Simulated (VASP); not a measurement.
A run of VASP 6.6.1:

File POSCAR:

```
W
1.0
   -1.5819368704      1.5819368704      1.5819368704
    1.5819368704     -1.5819368704      1.5819368704
    1.5819368704      1.5819368704     -1.5819368704
W
1
Direct
    0.0000000000      0.0000000000      0.0000000000
```

File INCAR.step1:

```
SYSTEM = W
PREC = Accurate
ENCUT = 550
ISMEAR = 1
SIGMA = 0.1
LREAL = .FALSE.
LASPH = .TRUE.
NELM = 120
NBANDS = 13
GGA = PE
ALGO = Normal
EDIFF = 1E-5
LWAVE = .TRUE.
LCHARG = .FALSE.
GGA_COMPAT = .FALSE.
```

The input INCAR.step2:

```
SYSTEM = W
PREC = Accurate
ENCUT = 550
EDIFF = 1E-6
ISMEAR = 1
SIGMA = 0.1
LREAL = .FALSE.
LASPH = .TRUE.
NELM = 120
ALGO = Normal
ISIF = 2
LWAVE = .FALSE.
LCHARG = .FALSE.
METAGGA = R2SCAN
LMIXTAU = .TRUE.
IVDW = 12
VDW_S6 = 1.0
VDW_S8 = 0.78981345
VDW_A1 = 0.49484001
VDW_A2 = 5.73083694
NBANDS = 13
ISTART = 1
GGA_COMPAT = .FALSE.
```

File KPOINTS:

```
Automatic mesh
0
G
  8 8 8
  0 0 0
```

Potentials or basis: VASP PAW PBE potentials, release 64 (W_sv).

The run is started by

```sh
$ cat potpaw_PBE.64/W_sv/POTCAR > POTCAR
$ cp INCAR.step1 INCAR
$ mpirun -np 1 vasp_std > vasp.out
$ cp INCAR.step2 INCAR
$ mpirun -np 1 vasp_std > vasp.out
```

Hardware: 1 thread of AMD EPYC 7R13, with other jobs on the host.

Q: How long does it take, and how much memory?

A: It took 63 s on 1 thread of AMD EPYC 7R13 (shared host), peak memory 0.12 GiB. Counts: k points 29.
